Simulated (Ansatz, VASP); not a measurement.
RbBr in VASP and in Ansatz

```
Rb Br
1.0
     0.00000    3.94163    3.42750
     2.91337    0.00000    3.42750
     2.91337    3.94163    0.00000
Rb Br
1 1
Direct
  0.00000 0.00000 0.00000
  0.50000 0.50000 0.50000
```

Change from the starting cell: strain -0.1500 x Voigt [1, -1, 0, 0, 0, 0], atoms carried along.

Alike in both runs: task single point; functional PBE; k mesh 6 × 6 × 6; occupations gaussian, width 0.05 eV; no spin polarisation.

|  | VASP | Ansatz |
| --- | --- | --- |
| version | VASP 6.6.1 | Ansatz 0.2.0 |
| potentials or method | VASP PAW PBE potentials, release 64 (Rb_sv, Br), cutoff 520 eV | scalar-relativistic, plane waves, PAW |
| valence electrons in the cell | 16 | 16 |

Ansatz gave:

| Property | Result |
| --- | --- |
| gap on the k mesh at the Fermi level (eV) | 3.70 |
| least direct gap on the mesh (eV) | 3.70 |
| pressure (GPa) | 5.2 |
| traceless stress, the component that is largest in VASP (GPa) | 10.02 |

**Question.** What did VASP give for the same quantities?

**Answer.** gap on the k mesh at the Fermi level (eV): 3.69; least direct gap on the mesh (eV): 3.69; pressure (GPa): 5.3; traceless stress, the component that is largest in VASP (GPa): 10.14.
